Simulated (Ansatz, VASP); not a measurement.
Two plane-wave programs on Ga

```
CELL_PARAMETERS angstrom
2.23185 -3.79323 0.00000
2.23185 3.79323 0.00000
0.00000 0.00000 4.53464
ATOMIC_POSITIONS crystal
Ga 0.84423 0.15577 0.08558
Ga 0.65577 0.34423 0.58558
Ga 0.15577 0.84423 0.91442
Ga 0.34423 0.65577 0.41442
```

Alike in both runs: task single point; functional r2SCAN; k mesh 8 × 8 × 7; occupations fermi-dirac, width 0.1 eV; no spin polarisation.

```csv
,VASP,Ansatz
version,VASP 6.6.1,Ansatz 0.2.0
potentials or method,"VASP PAW PBE potentials, release 64 (Ga_d), cutoff 520 eV","plane waves (500 eV) with PAW, scalar-relativistic"
valence electrons in the cell,52,52
```

```csv
,VASP,Ansatz,Ansatz less VASP
pressure (GPa),0.1,0.0,-0.15
"traceless stress, the component that is largest in VASP (GPa)",-0.07,-0.01,+0.060
```

VASP's potentials were made for PBE, not for r2SCAN.
